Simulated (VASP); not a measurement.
A run of VASP 6.6.1 is set up as follows.

Contents of INCAR:

```
SYSTEM = K2HfSe3
ALGO = Normal
EDIFF = 1E-7
ENCUT = 520
GGA = PE
ISIF = 2
ISMEAR = 0
LASPH = .TRUE.
LCHARG = .TRUE.
LELF = .TRUE.
LREAL = .FALSE.
LVHAR = .TRUE.
LWAVE = .FALSE.
NBANDS = 32
NELM = 80
PREC = Accurate
SIGMA = 0.1
```

File KPOINTS:

```
k-points
0
G
  4 4 4
  0 0 0
```

POSCAR

```
K2HfSe3
1.0
    4.9539475500      0.0000000000      0.0000000000
    0.0000000000      4.9539475500      0.0000000000
    0.0000000000      0.0000000000      7.2269691400
K Hf Se
2 1 3
Direct
    0.5000000000      0.5000000000      0.0000000000
    0.5000000000      0.5000000000      0.5000000000
    0.0000000000      0.0000000000      0.0000000000
    0.5000000000      0.0000000000      0.0000000000
    0.0000000000      0.5000000000      0.0000000000
    0.0000000000      0.0000000000      0.5000000000
```

Potentials or basis: VASP PAW PBE potentials, release 64 (K_sv, Hf_pv, Se).

Command:

```console
$ cat potpaw_PBE.64/K_sv/POTCAR potpaw_PBE.64/Hf_pv/POTCAR potpaw_PBE.64/Se/POTCAR > POTCAR
$ mpirun -np 1 vasp_std > vasp.out
```

Q: What does it give for the pressure?

A: 12.7 GPa.

Q: Estimate the band gap on the k mesh.

A: Zero (band 23 reaches 1.54 eV, above the bottom of band 24 at 1.48 eV).

Stress tensor (GPa, compression positive):
```
21.82  0.00  0.00
 0.00 21.82  0.00
 0.00  0.00 -5.61
```

Caveat: spin-orbit coupling is left out, which moves the levels of the heavy elements.
